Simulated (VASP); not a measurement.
Write the native input for VASP 6.6.1 that does the following.

- Task: single point
- Functional: r2SCAN
- Potentials or basis: VASP PAW PBE potentials, release 64 (Yb)
- Cutoff: 520 eV
- k mesh: 8 × 8 × 5
- Occupations: fermi-dirac, width 0.1 eV
- Spin: no spin polarisation
- Dipole correction: no
- Further INCAR settings: ALGO = Normal; EDIFF = 1e-07; NBANDS = 31

Crystal: Yb.

```
CELL_PARAMETERS angstrom
3.87990 0.00000 0.00000
-1.93995 3.36009 0.00000
0.00000 0.00000 6.38590
ATOMIC_POSITIONS crystal
Yb 0.33333 0.66667 0.25000
Yb 0.66667 0.33333 0.75000
```

This isn't the form of Yb at room conditions, which is fcc.

One way to write it, as run:

POSCAR

```
Yb
1.0
    3.8799000000      0.0000000000      0.0000000000
   -1.9399500000      3.3600920000      0.0000000000
    0.0000000000      0.0000000000      6.3859000000
Yb
2
Direct
    0.3333333333      0.6666666667      0.2500000000
    0.6666666667      0.3333333333      0.7500000000
```

INCAR.step1

```
  PREC = Accurate
  ENCUT = 520
  ISMEAR = -1
  SIGMA = 0.1
  LREAL = F
  LASPH = T
  NELM = 100
  NBANDS = 31
  GGA = PE
  ALGO = Normal
  EDIFF = 1E-4
  LWAVE = T
  LCHARG = F
```

INCAR.step2

```
  PREC = Accurate
  ENCUT = 520
  EDIFF = 1E-7
  ISMEAR = -1
  SIGMA = 0.1
  LREAL = F
  LASPH = T
  NELM = 100
  ALGO = Normal
  ISIF = 2
  LWAVE = F
  LCHARG = F
  METAGGA = R2SCAN
  LMIXTAU = T
  NBANDS = 31
  ISTART = 1
```

KPOINTS

```
Automatic mesh
0
Gamma
  8 8 5
```

Potentials or basis: VASP PAW PBE potentials, release 64 (Yb).

Command:

```console
$ cat potpaw_PBE.64/Yb/POTCAR > POTCAR
$ cp INCAR.step1 INCAR
$ mpirun -np 1 vasp_std > vasp.out
$ cp INCAR.step2 INCAR
$ mpirun -np 1 vasp_std > vasp.out
```

It gave:

| Item | Value |
| --- | --- |
| Pressure | -2.7 GPa |
| Band gap on the k mesh | zero (bands 24 and 25 overlap by 0.29 eV) |

Caveat: the PAW data sets were made with another functional, which shifts forces and pressure a little; spin-orbit coupling is left out, which moves the levels of the heavy elements.

Run time: 34 min on 1 thread of Intel Xeon 8259CL, with other jobs on the host, peak memory 0.26 GiB.
